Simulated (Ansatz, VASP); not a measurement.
**BN: VASP beside Ansatz**

INCAR

```
PREC = Accurate
ENCUT = 520
EDIFF = 1E-7
ISMEAR = 0
SIGMA = 0.05
LREAL = F
LASPH = T
NELM = 80
ALGO = Normal
ISIF = 2
LWAVE = F
LCHARG = F
GGA = CA
NBANDS = 16
```

Contents of KPOINTS:

```
Automatic mesh
0
Gamma
  12 12 4
```

File POSCAR:

```
BN
1.0
    2.4864284467      0.0000000000      0.0000000000
   -1.2432142233      2.1533101995      0.0000000000
    0.0000000000      0.0000000000      6.0372969113
B N
2 2
Direct
    0.3333333333      0.6666666667      0.2500000000
    0.6666666667      0.3333333333      0.7500000000
    0.3333333333      0.6666666667      0.7500000000
    0.6666666667      0.3333333333      0.2500000000
```

Input for Ansatz:

```yaml
crystal:
  lattice:
    - [2.4864284467, 0.0, 0.0]
    - [-1.2432142233, 2.1533101995, 0.0]
    - [0.0, 0.0, 6.0372969113]
  atoms:
    - { symbol: B, position: [0.3333333333, 0.6666666667, 0.25] }
    - { symbol: B, position: [0.6666666667, 0.3333333333, 0.75] }
    - { symbol: "N", position: [0.3333333333, 0.6666666667, 0.75] }
    - { symbol: "N", position: [0.6666666667, 0.3333333333, 0.25] }
basis:
  ecutwfc: 520.0
kpoints:
  mp_grid: { grid: [12, 12, 4] }
hamiltonian:
  xc: lda
  pseudopotentials: { kind: paw, azcp: { folder: soft_1 } }
scf:
  occupations: { method: gaussian, width: 0.05 }
output:
  forces: true
  stress: true
  eigenvalues: true
```

Alike in both runs: task single point; functional LDA; k mesh 12 × 12 × 4; occupations gaussian, width 0.05 eV; no spin polarisation.

|  | VASP | Ansatz |
| --- | --- | --- |
| version | VASP 6.6.1 | Ansatz 0.2.0 |
| potentials or method | VASP PAW LDA potentials, release 64 (B, N), cutoff 520 eV | scalar-relativistic, plane waves, PAW |
| valence electrons in the cell | 16 | 16 |

VASP gave:

* gap on the k mesh at the Fermi level (eV): 3.92
* least direct gap on the mesh (eV): 4.23
* pressure (GPa): 2.6
* traceless stress, the component that is largest in VASP (GPa): 0.45

What did Ansatz give for the same quantities?

gap on the k mesh at the Fermi level (eV): 3.93; least direct gap on the mesh (eV): 4.25; pressure (GPa): 1.9; traceless stress, the component that is largest in VASP (GPa): 1.30.

Ansatz warns that its potentials were made for another functional, while VASP's fit it. LDA's correlation is that of Perdew and Zunger in VASP and of Perdew and Wang (1992) in Ansatz.
